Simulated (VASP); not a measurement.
# Ga in VASP: a series of runs, part 3 of 3

VASP 6.6.1. Earlier steps stand in the parts before.

### Step 5. Electric field gradients, PBE (equal xy, yz and zx shear strains of +3 %)

Input file INCAR:

```
SYSTEM = Ga
PREC = Accurate
ENCUT = 520
EDIFF = 1E-8
ISMEAR = -1
SIGMA = 0.08
LREAL = .FALSE.
LASPH = .TRUE.
NELM = 60
ALGO = Normal
ISIF = 2
LWAVE = .FALSE.
LCHARG = .FALSE.
GGA = PE
LEFG = .TRUE.
NBANDS = 20
```

Input file KPOINTS:

```
regular mesh
0
G
  12 12 10
  0 0 0
```

Input file POSCAR:

```
Ga
1.0
    1.3890250000     -4.0432500000     -0.0392250000
    1.5109750000      4.0867500000      0.0827250000
    0.0475500000      0.0475500000      3.1700000000
Ga
2
Direct
    0.8670000000      0.1330000000      0.2500000000
    0.1330000000      0.8670000000      0.7500000000
```

Potentials or basis: VASP PAW PBE potentials, release 64 (Ga_d).

Started as:

```
> cat potpaw_PBE.64/Ga_d/POTCAR > POTCAR
> mpirun -np 1 vasp_std > vasp.out
```

OUTCAR:

```text
SYSTEM = Ga
   PREC = Accurate
   ENCUT = 520
   EDIFF = 1E-8
   ISMEAR = -1
   LREAL = .FALSE.
   LASPH = .TRUE.
   NELM = 60
   ISIF = 2
   GGA = PE

 ion  position               nearest neighbor table
   1  0.867  0.133  0.250-   2 2.64   2 2.72   2 2.83   2 2.84   2 2.85
   2  0.133  0.867  0.750-   1 2.64   1 2.72   1 2.83   1 2.84   1 2.85

  LATTYP: Found a triclinic cell.
 ALAT       =     2.9006524266
 B/A-ratio  =     2.0218274883
 C/A-ratio  =     1.0931034483
 COS(alpha) =     0.0014684991
 COS(beta)  =     0.0302114049
[... 769 lines left out ...]
  ---------------------------------------------------
  free  energy   TOTEN  =        -5.7563841584 eV

  energy  without entropy=       -5.7390399486  energy(sigma->0) =       -5.74771205

 Electric field gradients (V/A^2)
---------------------------------------------------------------------
 ion       V_xx      V_yy      V_zz      V_xy      V_xz      V_yz
---------------------------------------------------------------------
   1      10.083   -25.995    15.912     1.721     1.838     7.037
   2      10.083   -25.995    15.912     1.721     1.838     7.037
---------------------------------------------------------------------

 Electric field gradients after diagonalization (V/A^2)
 (convention: |V_zz| > |V_xx| > |V_yy|)
----------------------------------------------------------------------
 ion       V_xx      V_yy      V_zz     asymmetry (V_yy - V_xx)/ V_zz
----------------------------------------------------------------------
   1      17.644     9.554   -27.198       0.297
   2      17.644     9.554   -27.198       0.297
----------------------------------------------------------------------

           NMR quadrupolar parameters

 Cq : quadrupolar parameter    Cq=e*Q*V_zz/h
 eta: asymmetry parameters     (V_yy - V_xx)/ V_zz
 Q  : nuclear electric quadrupole moment in mb (millibarn)
----------------------------------------------------------------------
 ion       Cq(MHz)       eta       Q (mb)
----------------------------------------------------------------------
   1      -0.066       0.297       1.000
   2      -0.066       0.297       1.000
----------------------------------------------------------------------
```

OSZICAR:

```text
N       E                     dE             d eps       ncg     rms          rms(c)
DAV:   1     0.131432369617E+03    0.13143E+03   -0.13222E+04 30640   0.246E+03
DAV:   2     0.560166738994E+01   -0.12583E+03   -0.12276E+03 29880   0.385E+02
DAV:   3    -0.563848251275E+01   -0.11240E+02   -0.11182E+02 32500   0.942E+01
DAV:   4    -0.580663260107E+01   -0.16815E+00   -0.16805E+00 33264   0.127E+01
DAV:   5    -0.580943595392E+01   -0.28034E-02   -0.28032E-02 32864   0.161E+00    0.139E+00
DAV:   6    -0.576617562942E+01    0.43260E-01   -0.84050E-02 39080   0.482E+00    0.723E-01
DAV:   7    -0.575730376369E+01    0.88719E-02   -0.17242E-02 42012   0.184E+00    0.195E-01
DAV:   8    -0.575636427238E+01    0.93949E-03   -0.22956E-03 31196   0.664E-01    0.193E-02
DAV:   9    -0.575638411692E+01   -0.19845E-04   -0.11260E-04 34324   0.113E-01    0.725E-03
DAV:  10    -0.575638443873E+01   -0.32181E-06   -0.65057E-06 33668   0.305E-02    0.131E-03
DAV:  11    -0.575638422822E+01    0.21051E-06   -0.58185E-07 34340   0.102E-02    0.619E-04
DAV:  12    -0.575638420371E+01    0.24515E-07   -0.71620E-08 35096   0.344E-03    0.167E-04
DAV:  13    -0.575638416396E+01    0.39742E-07   -0.61332E-09 19196   0.902E-04    0.480E-05
DAV:  14    -0.575638415844E+01    0.55261E-08   -0.14988E-09 16096   0.473E-04
   1 F= -.57563842E+01 E0= -.57477121E+01  d E =-.173442E-01
```

stdout:

```text
POSCAR found type information on POSCAR Ga
 POSCAR found :  1 types and       2 ions
 scaLAPACK will be used
 LDA part: xc-table for (Slater+PW92), standard interpolation
 POSCAR, INCAR and KPOINTS ok, starting setup
 FFT: planning ... GRIDC
 FFT: planning ... GRID_SOFT
 FFT: planning ... GRID
 WAVECAR not read
 entering main loop
ion   1
     0.0000481     0.0036306    -0.0257555     0.0129989     0.0041098    -0.0612176
     0.0000628     0.0036306    -0.0257555     0.0129989     0.0041098    -0.0612176
     0.0000820     0.0036306    -0.0257555     0.0129989     0.0041098    -0.0612176
     0.0001070     0.0036306    -0.0257555     0.0129988     0.0041098    -0.0612177

     0.0000481    -1.6104649    -6.5972413   -12.7715493    -1.7035387   -16.8475367
     0.0000628    -1.6104336    -6.5971298   -12.7713195    -1.7035069   -16.8472540
     0.0000820    -1.6103863    -6.5969612   -12.7709714    -1.7034588   -16.8468266
     0.0001070    -1.6103150    -6.5967078   -12.7704472    -1.7033863   -16.8461841

ion   2
     0.0000481     0.0036306    -0.0257555     0.0129989     0.0041098    -0.0612176
     0.0000628     0.0036306    -0.0257555     0.0129989     0.0041098    -0.0612176
     0.0000820     0.0036306    -0.0257555     0.0129989     0.0041098    -0.0612176
     0.0001070     0.0036306    -0.0257555     0.0129988     0.0041098    -0.0612177

     0.0000481    -1.6104649    -6.5972413   -12.7715493    -1.7035387   -16.8475367
     0.0000628    -1.6104336    -6.5971298   -12.7713195    -1.7035069   -16.8472540
     0.0000820    -1.6103863    -6.5969612   -12.7709714    -1.7034588   -16.8468266
     0.0001070    -1.6103150    -6.5967078   -12.7704472    -1.7033863   -16.8461841
```

Run time: 4 min. Hardware: 1 thread of Intel Xeon Platinum 8488C (Sapphire Rapids), shared host; peak memory 0.51 GiB.

Results:

```yaml
Free_energy: -5.7564 eV
Pressure: 1.9 GPa
Largest_force: 0.196 eV/Å
Band_gap_on_the_k_mesh: zero (bands 13 and 14 overlap by 9.28 eV)
Largest_electric_field_gradient_by_atom: Ga -27.2 V/Å²
```

Forces on the atoms (eV/Å):
```
Ga   0.021  0.192 -0.032
Ga  -0.021 -0.192  0.032
```

Levels at points of the mesh, in eV from the Fermi level:
| k point | band 9 | band 10 | band 11 | band 12 | band 13 | band 14 | band 15 | band 16 | band 17 | band 18 |
| --- | --- | --- | --- | --- | --- | --- | --- | --- | --- | --- |
| (0.00, 0.00, 0.00) | -14.84 | -14.68 | -11.25 | -2.27 | -1.56 | 2.91 | 6.60 | 7.82 | 8.71 | 10.43 |
| (0.50, 0.00, 0.00) | -14.76 | -14.73 | -6.58 | -5.41 | -1.96 | -0.69 | 6.65 | 7.09 | 9.12 | 9.34 |
| (0.00, 0.50, 0.00) | -14.75 | -14.72 | -6.83 | -5.42 | -1.55 | -0.14 | 6.08 | 6.63 | 8.49 | 9.26 |
| (0.50, 0.50, 0.00) | -14.80 | -14.74 | -9.22 | -8.58 | 5.09 | 5.81 | 5.82 | 7.15 | 7.25 | 9.42 |
| (0.00, 0.00, 0.50) | -14.77 | -14.75 | -7.42 | -7.40 | 1.59 | 1.93 | 2.47 | 2.78 | 9.97 | 10.60 |
| (0.50, 0.00, 0.50) | -14.74 | -14.72 | -2.97 | -2.92 | -1.63 | -1.54 | 1.18 | 2.08 | 3.68 | 4.45 |
| (0.00, 0.50, 0.50) | -14.74 | -14.72 | -3.27 | -3.19 | -1.66 | -1.42 | 2.13 | 2.13 | 4.43 | 4.49 |
| (0.50, 0.50, 0.50) | -14.82 | -14.81 | -5.83 | -5.35 | -4.28 | -4.18 | 9.51 | 9.56 | 11.11 | 11.78 |

Electric field gradients, principal values (V/Å²):
| atom | least | middle | greatest (by size) |
| --- | --- | --- | --- |
| 1 Ga | 9.554 | 17.644 | -27.198 |
| 2 Ga | 9.554 | 17.644 | -27.198 |

Caveat: the cell differs from its parent crystal (equal xy, yz and zx shear strains of +3 %); without QUAD_EFG the Cq values of the log hold for a quadrupole moment of 1 mb, not for the nuclei.

### Step 6. The runs side by side

| cell | gap on the mesh (eV) | pressure (GPa) | largest force (eV/Å) |
| --- | --- | --- | --- |
| a = 4.316, b = 4.316, c = 3.170 Å, angles 90.0, 90.0, 140.7°, 2 atoms | none | 1.7 | 0.20 |
| a = 4.316, b = 4.316, c = 3.265 Å, angles 90.0, 90.0, 140.7°, 2 atoms | none | 0.1 | 0.17 |
| a = 4.275, b = 4.358, c = 3.171 Å, angles 87.8, 91.1, 140.7°, 2 atoms | none | 1.9 | 0.20 |

Alike in all rows: task electric field gradients; level PBE; potentials or basis VASP PAW PBE potentials, release 64 (Ga_d); no spin polarisation; k mesh 12 × 12 × 10; cutoff (eV) 520; smearing fermi-dirac 0.08 eV.

Absolute energies hang on the potentials; compare differences alone.
